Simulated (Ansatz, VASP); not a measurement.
**Two plane-wave programs on PbSe**

Contents of INCAR:

```
PREC = Accurate ; ENCUT = 520
EDIFF = 1E-7 ; ISMEAR = 0
SIGMA = 0.03 ; LREAL = F
LASPH = T ; NELM = 60
ALGO = Normal ; ISIF = 2
LWAVE = F ; LCHARG = F
GGA = PE ; IVDW = 12
NBANDS = 17
```

KPOINTS

```
Automatic mesh
0
Gamma
  10 10 10
```

The input POSCAR:

```
PbSe
1.0
    0.0000000000      3.1582207759      2.9620952657
    3.1582207759      0.0000000000      2.9620952657
    3.1582207759      3.1582207759      0.0000000000
Pb Se
1 1
Direct
    0.0000000000      0.0000000000      0.0000000000
    0.5000000000      0.5000000000      0.5000000000
```

Input for Ansatz:

```yaml
crystal:
  lattice:
    - [0.0, 3.1582207759, 2.9620952657]
    - [3.1582207759, 0.0, 2.9620952657]
    - [3.1582207759, 3.1582207759, 0.0]
  atoms:
    - { symbol: Pb, position: [0.0, 0.0, 0.0] }
    - { symbol: Se, position: [0.5, 0.5, 0.5] }
basis:
  ecutwfc: 420
kpoints:
  mp_grid: { grid: [10, 10, 10] }
hamiltonian:
  xc: pbe
  dispersion: d3bj
scf:
  occupations: { method: gaussian, width: 0.03 }
output:
  forces: true
  stress: true
  eigenvalues: true
```

Alike in both runs: task single point; functional PBE; dispersion D3(BJ); k mesh 10 × 10 × 10; occupations gaussian, width 0.03 eV; no spin polarisation.

```csv
,VASP,Ansatz
version,VASP 6.6.1,Ansatz 0.2.0
potentials or method,"VASP PAW PBE potentials, release 64 (Pb_d, Se), cutoff 520 eV","scalar-relativistic, plane waves, PAW"
valence electrons in the cell,20,30
```

|  | VASP | Ansatz | Ansatz less VASP |
| --- | --- | --- | --- |
| gap on the k mesh at the Fermi level (eV) | 0.27 | 0.26 | -0.004 |
| least direct gap on the mesh (eV) | 0.27 | 0.26 | -0.004 |
| pressure (GPa) | -0.6 | -0.5 | +0.02 |
| traceless stress, the component that is largest in VASP (GPa) | 5.43 | 5.42 | -0.014 |

VASP's potentials hold 20 valence electrons a cell and Ansatz's 30, so a difference there can come from the potentials and not from the codes.

Neither program's run includes spin-orbit coupling.
